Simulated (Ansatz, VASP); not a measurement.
# One calculation of Mg, two programs

```
CELL_PARAMETERS angstrom
3.25150 0.00000 0.00000
-1.62575 2.81588 0.00000
0.00000 0.00000 5.27889
ATOMIC_POSITIONS crystal
Mg 0.33333 0.66667 0.25000
Mg 0.66667 0.33333 0.75000
```

Change from the starting cell: volume scaled by 1.04, crystal datasets.

Alike in both runs: task electric field gradients; functional PBEsol; k mesh 12 × 12 × 7; occupations fermi-dirac, width 0.08 eV; no spin polarisation.

```csv
,VASP,Ansatz
version,VASP 6.6.1,Ansatz 0.2.0
potentials or method,"VASP PAW PBE potentials, release 64 (Mg), cutoff 520 eV","all-electron PAW with datasets made for the crystal, scalar-relativistic"
```

Ansatz gave:

| Property | Result |
| --- | --- |
| pressure (GPa) | -2.3 |
| traceless stress, the component that is largest in VASP (GPa) | -0.49 |
| size of Vzz on the site where it differs most (V/Å²) | 1.1 |

**Question.** Which values does VASP return?

**Answer.** Pressure (GPa): -2.4; traceless stress, the component that is largest in VASP (GPa): -0.49; size of Vzz on the site where it differs most (V/Å²): 0.9.

VASP's potentials were made for PBE, not for PBEsol. Ansatz ran all-electron here, and VASP with PAW potentials.
